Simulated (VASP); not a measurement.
Write the native input for VASP 6.6.1 that does the following.

| Item | Value |
| --- | --- |
| Task | relaxation of cell and atoms |
| Functional | PBEsol |
| Potentials or basis | VASP PAW PBE potentials, release 64 (Ga_d) |
| Cutoff | 600 eV |
| k mesh | 7 × 7 × 6 |
| Occupations | fermi-dirac, width 0.05 eV |
| Spin | no spin polarisation |
| Target pressure | 2 GPa |
| Dipole correction | no |
| Further INCAR settings | ALGO = Fast; EDIFF = 1e-06; IBRION = 2; EDIFFG = -0.01; NSW = 60; ISIF = 3 |

The structure of Ga lies in POSCAR:

```
Ga
1.0
    2.2615000000     -3.8305000000      0.0000000000
    2.2615000000      3.8305000000      0.0000000000
    0.0000000000      0.0000000000      4.5240000000
Ga
4
Direct
    0.3451000000      0.6549000000      0.4190000000
    0.1549000000      0.8451000000      0.9190000000
    0.6549000000      0.3451000000      0.5810000000
    0.8451000000      0.1549000000      0.0810000000
```

The input as run:

INCAR

```
SYSTEM = Ga
ALGO = Fast
EDIFF = 1E-6
EDIFFG = -0.01
ENCUT = 600
GGA = PS
IBRION = 2
ISIF = 3
ISMEAR = -1
LASPH = .TRUE.
LCHARG = .FALSE.
LREAL = .FALSE.
LWAVE = .FALSE.
NELM = 60
NSW = 60
PREC = Accurate
PSTRESS = 20.0
SIGMA = 0.05
```

KPOINTS

```
k-points
0
G
  7 7 6
  0 0 0
```

Potentials or basis: VASP PAW PBE potentials, release 64 (Ga_d).

The run is started by

```bash
$ cat potpaw_PBE.64/Ga_d/POTCAR > POTCAR
$ mpirun -np 1 vasp_std > vasp.out
```

It gave:

* Relaxed volume: 18.45 Å³/atom
* Relaxed cell: a = 4.355 Å, b = 4.355 Å, c = 4.486 Å, α = 90.00°, β = 90.00°, γ = 119.81°
* Space group after relaxing (to 0.05 Å): Cmce (No. 64)
* Energy change on relaxing (the enthalpy is what falls): -1.0 meV/atom
* Ionic steps: 12
* Pressure after relaxing: 2.0 GPa
* Largest force after relaxing: 0.008 eV/Å
* Band gap on the k mesh: zero (band 26 reaches 5.93 eV, above the bottom of band 27 at 4.74 eV)

Caveat: the cell is relaxed towards a set pressure, so the enthalpy falls and the energy may rise; the PAW data sets were made with another functional, which shifts forces and pressure a little.

Wall time 6.8 min on 1 thread of Intel(R) Xeon(R) 6975P-C (Granite Rapids), with other jobs on the host, peak memory 0.3 GiB.
